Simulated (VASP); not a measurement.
# Y5AlN6 (P4/mmm) in VASP: notebook

Y5AlN6 is run at these levels: PBE; tasks: single point, relaxation of cell and atoms.

Everything below comes from runs of VASP 6.6.1. Logs are shortened: lines on timing, memory, paths and dates and some standing lists are left out, and cuts for length are marked.

## (1) The cell of the first run

It takes space group P4/mmm (No. 123, tetragonal). The conventional cell has a = 3.435 Å, b = 3.435 Å, c = 14.261 Å, α = 90.00°, β = 90.00°, γ = 90.00°. Within 3.2 Å of Y (site symmetry 4mm) lie 6 N at 2.43 to 2.56 Å. Within 3.2 Å of Y (site symmetry 4/mmm) lie 6 N at 2.43 to 2.45 Å. Y (site symmetry 4mm) has 6 N at 2.18 to 2.50 Å within 2.9 Å. Within 2.8 Å of Al (site symmetry 4/mmm) lie 6 N at 2.10 to 2.43 Å. Within 3.2 Å of N (site symmetry 4/mmm) lie 6 Y at 2.43 to 2.47 Å. N (site symmetry 4mm) has 6 Y at 2.43 to 2.50 Å within 3.2 Å. N (site symmetry 4mm) has 1 Al at 2.10 Å and 5 Y at 2.43 to 2.56 Å within 2.8 Å. N (site symmetry 4/mmm) has 2 Y at 2.18 Å and 4 Al at 2.43 Å within 2.9 Å.

## (2) Single point, PBE

The input, INCAR:

```
SYSTEM = Y5AlN6
PREC = Accurate
ENCUT = 520
EDIFF = 1E-6
ISMEAR = 0
SIGMA = 0.1
LREAL = .False.
LASPH = .True.
NELM = 60
ALGO = Normal
ISIF = 2
LWAVE = .False.
LCHARG = .False.
GGA = PE
NBANDS = 56
```

The input, KPOINTS:

```
Automatic mesh
0
Gamma
  6 6 1
  0 0 0
```

The input, POSCAR:

```
Y5AlN6
1.0
    3.4348603351      0.0000000000      0.0000000000
    0.0000000000      3.4348603351      0.0000000000
    0.0000000000      0.0000000000     14.2606195434
Y Al N
5 1 6
Direct
    0.0000000000      0.0000000000      0.8269357142
    0.5000000000      0.5000000000      0.0000000000
    0.0000000000      0.0000000000      0.1730642858
    0.5000000000      0.5000000000      0.3471754265
    0.5000000000      0.5000000000      0.6528245735
    0.0000000000      0.0000000000      0.5000000000
    0.0000000000      0.0000000000      0.0000000000
    0.5000000000      0.5000000000      0.1717556225
    0.0000000000      0.0000000000      0.3526661848
    0.5000000000      0.5000000000      0.5000000000
    0.0000000000      0.0000000000      0.6473338152
    0.5000000000      0.5000000000      0.8282443775
```

Potentials or basis: VASP PAW PBE potentials, release 64 (Y_sv, Al, N).

Launch:

```
$ cat potpaw_PBE.64/Y_sv/POTCAR potpaw_PBE.64/Al/POTCAR potpaw_PBE.64/N/POTCAR > POTCAR
$ mpirun -np 1 vasp_std > vasp.out
```

OUTCAR:

```text
SYSTEM = Y5AlN6
   PREC = Accurate
   ENCUT = 520
   EDIFF = 1E-6
   ISMEAR = 0
   LREAL = .False.
   LASPH = .True.
   NELM = 60
   ISIF = 2
   GGA = PE

 ion  position               nearest neighbor table
   1  0.000  0.000  0.827-  12 2.43  12 2.43  12 2.43  12 2.43   7 2.47  11 2.56   2 3.46   2 3.46
                             2 3.46   2 3.46   5 3.47   5 3.47   5 3.47   5 3.47
   2  0.500  0.500  0.000-   7 2.43   7 2.43   7 2.43   7 2.43  12 2.45   8 2.45   3 3.46   3 3.46
                             1 3.46   3 3.46   1 3.46   1 3.46   3 3.46   1 3.46
   3  0.000  0.000  0.173-   8 2.43   8 2.43   8 2.43   8 2.43   7 2.47   9 2.56   2 3.46   2 3.46
                             2 3.46   2 3.46   4 3.47   4 3.47   4 3.47   4 3.47
   4  0.500  0.500  0.347-  10 2.18   9 2.43   9 2.43   9 2.43   9 2.43   8 2.50   6 3.26   6 3.26
                             6 3.26   6 3.26   3 3.47   3 3.47   3 3.47   3 3.47
   5  0.500  0.500  0.653-  10 2.18  11 2.43  11 2.43  11 2.43  11 2.43  12 2.50   6 3.26   6 3.26
                             6 3.26   6 3.26   1 3.47   1 3.47   1 3.47   1 3.47
   6  0.000  0.000  0.500-   9 2.10  11 2.10  10 2.43  10 2.43  10 2.43  10 2.43   5 3.26   5 3.26
                             4 3.26   5 3.26   4 3.26   4 3.26   5 3.26   4 3.26
   7  0.000  0.000  0.000-   2 2.43   2 2.43   2 2.43   2 2.43   3 2.47   1 2.47
   8  0.500  0.500  0.172-   3 2.43   3 2.43   3 2.43   3 2.43   2 2.45   4 2.50
   9  0.000  0.000  0.353-   6 2.10   4 2.43   4 2.43   4 2.43   4 2.43   3 2.56
  10  0.500  0.500  0.500-   4 2.18   5 2.18   6 2.43   6 2.43   6 2.43   6 2.43
  11  0.000  0.000  0.647-   6 2.10   5 2.43   5 2.43   5 2.43   5 2.43   1 2.56
  12  0.500  0.500  0.828-   1 2.43   1 2.43   1 2.43   1 2.43   2 2.45   5 2.50

  LATTYP: Found a simple tetragonal cell.
 ALAT       =     3.4348603351
 C/A-ratio  =     4.1517319926

  Lattice vectors:

 A1 = (   3.4348603351,   0.0000000000,   0.0000000000)
 A2 = (   0.0000000000,   3.4348603351,   0.0000000000)
 A3 = (   0.0000000000,   0.0000000000,  14.2606195434)

Analysis of symmetry for initial positions (statically):
=====================================================================
 Subroutine PRICEL returns:
 Original cell was already a primitive cell.

 Routine SETGRP: Setting up the symmetry group for a
 simple tetragonal supercell.

 Subroutine GETGRP returns: Found 16 space group operations
 (whereof 16 operations were pure point group operations)
 out of a pool of 16 trial point group operations.

The static configuration has the point symmetry D_4h.

Analysis of symmetry for dynamics (positions and initial velocities):
=====================================================================
 Subroutine PRICEL returns:
 Original cell was already a primitive cell.

 Routine SETGRP: Setting up the symmetry group for a
 simple tetragonal supercell.

 Subroutine GETGRP returns: Found 16 space group operations
 (whereof 16 operations were pure point group operations)
 out of a pool of 16 trial point group operations.

The dynamic configuration has the point symmetry D_4h.

 Subroutine INISYM returns: Found 16 space group operations
 (whereof 16 operations are pure point group operations),
 and found     1 'primitive' translations

----------------------------------------------------------------------------------------

                                     Primitive cell

  volume of cell :     168.2506

  direct lattice vectors                    reciprocal lattice vectors
     3.434860335  0.000000000  0.000000000     0.291132652  0.000000000  0.000000000
     0.000000000  3.434860335  0.000000000     0.000000000  0.291132652  0.000000000
     0.000000000  0.000000000 14.260619543     0.000000000  0.000000000  0.070123181

  length of vectors
     3.434860335  3.434860335 14.260619543     0.291132652  0.291132652  0.070123181

  position of ions in fractional coordinates (direct lattice)
     0.000000000  0.000000000  0.826935714
     0.500000000  0.500000000  0.000000000
     0.000000000  0.000000000  0.173064286
     0.500000000  0.500000000  0.347175427
     0.500000000  0.500000000  0.652824573
     0.000000000  0.000000000  0.500000000
     0.000000000  0.000000000  0.000000000
     0.500000000  0.500000000  0.171755623
     0.000000000  0.000000000  0.352666185
     0.500000000  0.500000000  0.500000000
     0.000000000  0.000000000  0.647333815
     0.500000000  0.500000000  0.828244377

  ion indices of the primitive-cell ions
   primitive index   ion index
                 1           1
                 2           2
                 3           3
                 4           4
                 5           5
                 6           6
                 7           7
                 8           8
                 9           9
                10          10
                11          11
                12          12

----------------------------------------------------------------------------------------

 KPOINTS: Automatic mesh

Automatic generation of k-mesh.
 Grid dimensions read from file:
 generate k-points for:    6    6    1

 Generating k-lattice:

  Cartesian coordinates                     Fractional coordinates (reciprocal lattice)
     0.048522109  0.000000000  0.000000000     0.166666667  0.000000000  0.000000000
     0.000000000  0.048522109  0.000000000     0.000000000  0.166666667  0.000000000
     0.000000000  0.000000000  0.070123181     0.000000000  0.000000000  1.000000000

  Length of vectors
     0.048522109  0.048522109  0.070123181

  Shift w.r.t. Gamma in fractional coordinates (k-lattice)
     0.000000000  0.000000000  0.000000000

 Subroutine IBZKPT returns following result:
 ===========================================

 Found     10 irreducible k-points:

 Following reciprocal coordinates:
            Coordinates               Weight
  0.000000  0.000000  0.000000      1.000000
  0.166667  0.000000  0.000000      4.000000
  0.333333  0.000000  0.000000      4.000000
  0.500000  0.000000  0.000000      2.000000
  0.166667  0.166667  0.000000      4.000000
  0.333333  0.166667  0.000000      8.000000
  0.500000  0.166667  0.000000      4.000000
  0.333333  0.333333  0.000000      4.000000
  0.500000  0.333333  0.000000      4.000000
  0.500000  0.500000  0.000000      1.000000
   k-points           NKPTS =     10   k-points in BZ     NKDIM =     10   number of bands    NBANDS=     56
   number of dos      NEDOS =    301   number of ions     NIONS =     12
   total plane-waves  NPLWV =  84672
   dimension x,y,z NGX =    28 NGY =   28 NGZ =  108
   dimension x,y,z NGXF=    56 NGYF=   56 NGZF=  216
   ions per type =               5   1   6
   NGX,Y,Z   is equivalent  to a cutoff of  13.55, 13.55, 12.59 a.u.
   NGXF,Y,Z  is equivalent  to a cutoff of  27.10, 27.10, 25.18 a.u.
 SYSTEM =  Y5AlN6
   PREC   = accura    normal or accurate (medium, high low for compatibility)
   ISTART =      0    job   : 0-new  1-cont  2-samecut
   ICHARG =      2    charge: 1-file 2-atom 10-const
   ISPIN  =      1    spin polarized calculation?
   LNONCOLLINEAR =      F non collinear calculations
   LSORBIT =      F    spin-orbit coupling
   LASPH  =      T    aspherical Exc in radial PAW
   ENCUT  =  520.0 eV  38.22 Ry    6.18 a.u.   6.39  6.39 26.52*2*pi/ulx,y,z
   NELM   =     60;   NELMIN=  2; NELMDL= -5     # of ELM steps
   EDIFF  = 0.1E-05   stopping-criterion for ELM
   LREAL  =      F    real-space projection
   EDIFFG = 0.1E-04   stopping-criterion for IOM
   NSW    =      0    number of steps for IOM
   IBRION =     -1    ionic relax: 0-MD 1-quasi-New 2-CG
   NFREE  =      0    steps in history (QN), initial steepest desc. (CG)
   ISIF   =      2    stress and relaxation
   ISYM   =      2    0-nonsym 1-usesym 2-fastsym
   POTIM  = 0.5000    time-step for ionic-motion
   TEBEG  =    0.0;   TEEND  =   0.0 temperature during run
   PSTRESS=    0.0 pullay stress
   NELECT =      88.0000    total number of electrons
   NUPDOWN=      -1.0000    fix difference up-down
   EMIN   =  10.00;   EMAX   =-10.00  energy-range for DOS
   EFERMI =   0.00;   METHOD = LEGACY
   ISMEAR =     0;   SIGMA  =   0.10  broadening in eV -4-tet -1-fermi 0-gaus
   EFERMI_NEDOS =   21; number of points for ismear=-14 and -15
   IALGO  =     38    algorithm
   IMIX   =      4    mixing-type and parameters
     AMIX     =   0.40;   BMIX     =  1.00
     AMIX_MAG =   1.60;   BMIX_MAG =  1.00
  volume/ion in A,a.u.               =      14.02        94.62
  Fermi-wavevector in a.u.,A,eV,Ry     =   1.319016  2.492580 23.671475  1.739804
  Thomas-Fermi vector in A             =   2.448945
   LORBIT       =      0    0 simple, 1 ext, 2 COOP (PROOUT), +10 PAW based schemes
   GGA     = PE    functional components
   LHFCALC =     F    Hartree Fock is set to
   AEXX    =    0.0000 exact exchange contribution
   IVDW    =     0    specifies the selected vdW correction
   LEPSILON=     F    determine dielectric tensor
   LRPA    =     F    only Hartree local field effects (RPA)
 non-spin polarized calculation
 Gauss-broadening in eV      SIGMA  =   0.10
  energy-cutoff  :      520.00
  volume of cell :      168.25
 maximum number of plane-waves:      4551
 NGX is ok and might be reduce to    28
   NGX = 13   NGY = 13   NGZ = 53

 number of electron      87.9999987 magnetization

 Free energy of the ion-electron system (eV)
  ---------------------------------------------------
  ext. energy  EPLUGINS =         0.00000000
  ---------------------------------------------------
  free energy    TOTEN  =      -103.81280500 eV

  energy without entropy =     -103.81129669  energy(sigma->0) =     -103.81205085

 E-fermi :   4.6796     XC(G=0): -11.1977

 val. band max:        4.5596682890   @ k =   0.0000   0.0000   0.0000
 cond. band min:       4.7719180636   @ k =   0.0000   0.0000   0.0000
 fundamental gap:      0.2122497746
 Fermi energy:         4.6796342576

 k-point     1 :       0.0000    0.0000    0.0000
  band No.  band energies     occupation
      1     -36.4693      2.00000
      2     -36.4563      2.00000
      3     -36.2318      2.00000
      4     -35.9637      2.00000
      5     -35.9616      2.00000
      6     -16.8820      2.00000
[... 48 lines left out ...]
     55       9.2335      0.00000
     56       9.5225      0.00000

 k-point     2 :       0.1667    0.0000    0.0000
  band No.  band energies     occupation
      1     -36.4548      2.00000
      2     -36.4447      2.00000
      3     -36.2239      2.00000
      4     -35.9532      2.00000
      5     -35.9512      2.00000
      6     -16.8549      2.00000
[... 48 lines left out ...]
     55       9.8901      0.00000
     56       9.9359      0.00000

 k-point     3 :       0.3333    0.0000    0.0000
  band No.  band energies     occupation
      1     -36.4251      2.00000
      2     -36.4214      2.00000
      3     -36.2083      2.00000
      4     -35.9322      2.00000
      5     -35.9302      2.00000
      6     -17.0210      2.00000
[... 346 lines left out ...]
 k-point     9 :       0.5000    0.3333    0.0000
  band No.  band energies     occupation
      1     -36.3793      2.00000
      2     -36.3790      2.00000
      3     -36.1698      2.00000
      4     -35.8902      2.00000
      5     -35.8882      2.00000
      6     -16.9009      2.00000
[... 48 lines left out ...]
     55      11.2229      0.00000
     56      11.7000      0.00000

 k-point    10 :       0.5000    0.5000    0.0000
  band No.  band energies     occupation
      1     -36.3690      2.00000
      2     -36.3687      2.00000
      3     -36.1594      2.00000
      4     -35.8796      2.00000
      5     -35.8777      2.00000
      6     -16.8799      2.00000
[... 48 lines left out ...]
     55      11.1932      0.00000
     56      11.5818      0.00000

------------------------ aborting loop because EDIFF is reached ----------------------------------------

  FORCE on cell =-STRESS in cart. coord.  units (eV):
  Direction    XX          YY          ZZ          XY          YZ          ZX
  --------------------------------------------------------------------------------------
  -------------------------------------------------------------------------------------
  Total       -0.5027345     -0.5027345     -0.2969498      0.0000000     -0.0000000      0.0000000
  in kB       -4.7873227     -4.7873227     -2.8277240      0.0000000     -0.0000000      0.0000000
  external PRESSURE =      -4.1341231 kB  Pullay stress =       0.0000000 kB

 VOLUME and BASIS-vectors are now :
 -----------------------------------------------------------------------------
  energy-cutoff  :      520.00
  volume of cell :      168.25
      direct lattice vectors                 reciprocal lattice vectors
     3.434860335  0.000000000  0.000000000     0.291132652  0.000000000  0.000000000
     0.000000000  3.434860335  0.000000000     0.000000000  0.291132652  0.000000000
     0.000000000  0.000000000 14.260619543     0.000000000  0.000000000  0.070123181

 POSITION                                       TOTAL-FORCE (eV/Angst)
 -----------------------------------------------------------------------------------
      0.00000      0.00000     11.79262        -0.000000      0.000000      0.013922
      1.71743      1.71743      0.00000        -0.000000      0.000000      0.000000
      0.00000      0.00000      2.46800         0.000000     -0.000000     -0.013922
      1.71743      1.71743      4.95094        -0.000000      0.000000      0.005788
      1.71743      1.71743      9.30968         0.000000     -0.000000     -0.005788
      0.00000      0.00000      7.13031        -0.000000      0.000000      0.000000
      0.00000      0.00000      0.00000        -0.000000      0.000000      0.000000
      1.71743      1.71743      2.44934         0.000000     -0.000000     -0.029434
      0.00000      0.00000      5.02924         0.000000     -0.000000      0.029243
      1.71743      1.71743      7.13031        -0.000000      0.000000      0.000000
      0.00000      0.00000      9.23138        -0.000000      0.000000     -0.029243
      1.71743      1.71743     11.81128        -0.000000      0.000000      0.029434
 -----------------------------------------------------------------------------------
    total drift:                                0.000000      0.000000      0.000000

  FREE ENERGIE OF THE ION-ELECTRON SYSTEM (eV)
  ---------------------------------------------------
  free  energy   TOTEN  =      -103.8128050046 eV

  energy  without entropy=     -103.8112966884  energy(sigma->0) =     -103.81205085
```

Wall time 5.3 min (1 thread of AMD EPYC 7R13, shared host); peak memory 0.29 GiB.

Results:

```yaml
Free_energy: -103.8128 eV
Pressure: -0.4 GPa
Largest_force: 0.029 eV/Å
Band_gap_on_the_k_mesh: 0.21 eV, direct
```

Forces in eV/Å, atoms in the order of the input:
```
Y    0.000  0.000  0.014
Y    0.000  0.000  0.000
Y    0.000  0.000 -0.014
Y    0.000  0.000  0.006
Y    0.000  0.000 -0.006
Al   0.000  0.000  0.000
N    0.000  0.000  0.000
N    0.000  0.000 -0.029
N    0.000  0.000  0.029
N    0.000  0.000  0.000
N    0.000  0.000 -0.029
N    0.000  0.000  0.029
```

Stress tensor (GPa, compression positive):
```
-0.48  0.00  0.00
 0.00 -0.48  0.00
 0.00  0.00 -0.28
```

Levels at points of the mesh, in eV from the valence-band top:
```tsv
k point	band 41	band 42	band 43	band 44	band 45	band 46	band 47	band 48
(0.00, 0.00, 0.00)	-0.36	-0.02	-0.02	0.00	0.21	0.66	1.23	2.06
(0.50, 0.00, 0.00)	-2.01	-1.15	-0.95	-0.87	3.81	4.36	4.41	4.48
(0.50, 0.50, 0.00)	-1.18	-0.44	-0.44	-0.18	0.42	0.42	2.39	2.39
```

Caveat: the k points lie up to 0.44 Å⁻¹ apart.

(Continued in part 2 of 2.)
